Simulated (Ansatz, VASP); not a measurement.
## SnO2 in VASP and in Ansatz

Contents of POSCAR:

```
SnO2
1.0
    4.3793991577      0.0000000000      0.0000000000
    0.0000000000      4.3793991577      0.0000000000
    0.0000000000      0.0000000000      3.2005650987
Sn O
2 4
Direct
    0.0000000000      0.0000000000      0.0000000000
    0.5000000000      0.5000000000      0.5000000000
    0.3058934984      0.3058934984      0.0000000000
    0.1941065016      0.8058934984      0.5000000000
    0.6941065016      0.6941065016      0.0000000000
    0.8058934984      0.1941065016      0.5000000000
```

INCAR.step1

```
ALGO     = Normal         # electronic algorithm
EDIFF    = 1E-4           # SCF threshold, eV
ENCUT    = 520            # plane-wave cutoff, eV
GGA      = PE             # functional
ISMEAR   = 0              # smearing method
LASPH    = T              # aspherical terms in the spheres
LCHARG   = F              # write CHGCAR
LREAL    = F              # projectors in reciprocal space
LWAVE    = T              # write WAVECAR
NBANDS   = 35             # bands
NELM     = 80             # most SCF steps
PREC     = Accurate       # precision mode
SIGMA    = 0.05           # smearing width, eV
```

Contents of INCAR.step2:

```
ALGO     = Normal         # electronic algorithm
EDIFF    = 1E-6           # SCF threshold, eV
ENCUT    = 520            # plane-wave cutoff, eV
ISIF     = 2              # what is computed and relaxed
ISMEAR   = 0              # smearing method
ISTART   = 1            
LASPH    = T              # aspherical terms in the spheres
LCHARG   = F              # write CHGCAR
LMIXTAU  = T            
LREAL    = F              # projectors in reciprocal space
LWAVE    = F              # write WAVECAR
METAGGA  = R2SCAN         # meta-GGA
NBANDS   = 35             # bands
NELM     = 80             # most SCF steps
PREC     = Accurate       # precision mode
SIGMA    = 0.05           # smearing width, eV
```

KPOINTS

```
k-points
0
Gamma
  6 6 8
```

Input for Ansatz:

```yaml
crystal:
  lattice:
    - [4.3793991577, 0.0, 0.0]
    - [0.0, 4.3793991577, 0.0]
    - [0.0, 0.0, 3.2005650987]
  atoms:
    - { symbol: Sn, position: [0.0, 0.0, 0.0] }
    - { symbol: Sn, position: [0.5, 0.5, 0.5] }
    - { symbol: O, position: [0.3058934984, 0.3058934984, 0.0] }
    - { symbol: O, position: [0.1941065016, 0.8058934984, 0.5] }
    - { symbol: O, position: [0.6941065016, 0.6941065016, 0.0] }
    - { symbol: O, position: [0.8058934984, 0.1941065016, 0.5] }
basis:
  ecutwfc: 500
kpoints:
  mp_grid: { grid: [6, 6, 8] }
hamiltonian:
  xc: r2scan
scf:
  occupations: { method: gaussian, width: 0.05 }
output:
  forces: true
  stress: true
  eigenvalues: true
  write_density: true
  write_potential: true
  elf: true
  volumetric_format: npy
```

Change from the starting cell: strain -0.080 along x and y, +0.000 along z, atoms carried along.

Alike in both runs: task single point; functional r2SCAN; k mesh 6 × 6 × 8; occupations gaussian, width 0.05 eV; no spin polarisation.

```csv
,VASP,Ansatz
version,VASP 6.6.1,Ansatz 0.2.0
potentials or method,"VASP PAW PBE potentials, release 64 (Sn_d, O), cutoff 520 eV","scalar-relativistic, plane waves, PAW"
valence electrons in the cell,52,52
```

VASP gave:

| Property | Result |
| --- | --- |
| gap on the k mesh at the Fermi level (eV) | 3.79 |
| least direct gap on the mesh (eV) | 3.79 |
| pressure (GPa) | 51.2 |
| traceless stress, the component that is largest in VASP (GPa) | -10.52 |
| rms of the force components (eV/Å) | 0.249 |

Estimate Ansatz's values.

gap on the k mesh at the Fermi level (eV): 3.75; least direct gap on the mesh (eV): 3.75; pressure (GPa): 49.0; traceless stress, the component that is largest in VASP (GPa): -10.61; rms of the force components (eV/Å): 0.238.

VASP's potentials were made for PBE, not for r2SCAN. Atom by atom the forces differ by 0.011 eV/Å (rms over components). Both programs put the cell under a high pressure, so it lies far from rest at this level. The functional is the same, so the differences come from potentials, cutoffs and numerics.
